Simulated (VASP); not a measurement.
## CdH2O2: single point with PBEsol+D3(BJ)

Crystal: CdH2O2.

```xyz
5
Lattice="3.8904 0.0000 0.0000 -1.9452 3.3691 0.0000 0.0000 0.0000 4.4998" Properties=species:S:1:pos:R:3 pbc="T T T"
Cd    0.0000    2.2461    4.4427
H     0.0000    0.0000    0.0363
H     1.9452    1.1230    1.9434
O     0.0000    0.0000    3.5377
O     1.9452    1.1230    0.9535
```

```yaml
Program: VASP 6.6.1
Task: single point
Functional: PBEsol
Dispersion: D3(BJ)
Potentials_or_basis: VASP PAW PBE potentials, release 64 (Cd, H, O)
Cutoff: 520 eV
k_mesh: 6 × 6 × 4
Occupations: gaussian, width 0.01 eV
Spin: no spin polarisation
Dipole_correction: no
Further_INCAR_settings: ALGO = Normal; EDIFF = 1e-07; NBANDS = 21
```

| Item | Value |
| --- | --- |
| Pressure | -7.8 GPa |
| Largest force | 0.797 eV/Å |
| Band gap on the k mesh | 1.02 eV, indirect (least direct gap 1.56 eV) |
| Dispersion energy per atom | -0.084 eV |

Forces in eV/Å, atoms in the order of the input:
```
Cd   0.000  0.000 -0.029
H    0.000  0.000 -0.244
H    0.000  0.000 -0.415
O    0.000  0.000  0.797
O    0.000  0.000 -0.109
```

Stress tensor (GPa, compression positive):
```
-8.47  0.00  0.00
 0.00 -8.47  0.00
 0.00  0.00 -6.43
```

Levels at points of the mesh, in eV from the valence-band top:
| k point | band 9 | band 10 | band 11 | band 12 | band 13 | band 14 | band 15 | band 16 | band 17 | band 18 |
| --- | --- | --- | --- | --- | --- | --- | --- | --- | --- | --- |
| (0.00, 0.00, 0.00) | -3.68 | -0.86 | -0.86 | -0.53 | -0.53 | 1.02 | 6.05 | 9.70 | 10.50 | 10.50 |
| (0.50, 0.00, 0.00) | -3.88 | -3.01 | -2.15 | -1.57 | 0.00 | 4.93 | 5.91 | 8.13 | 9.57 | 11.03 |
| (0.00, 0.00, 0.50) | -4.46 | -0.97 | -0.97 | -0.38 | -0.38 | 2.78 | 4.63 | 10.00 | 10.54 | 10.54 |
| (0.50, 0.00, 0.50) | -4.24 | -2.37 | -1.90 | -1.47 | -0.27 | 5.09 | 6.07 | 7.89 | 8.81 | 11.59 |

Wall time 24 s on 1 thread of Intel(R) Xeon(R) Platinum 8375C CPU @ 2.90GHz (Ice Lake) (shared host), peak memory 0.2 GiB.

Caveat: the PAW data sets were made with another functional, which shifts forces and pressure a little. Expect the measured gap to be larger: semilocal functionals such as PBEsol lack the derivative discontinuity.
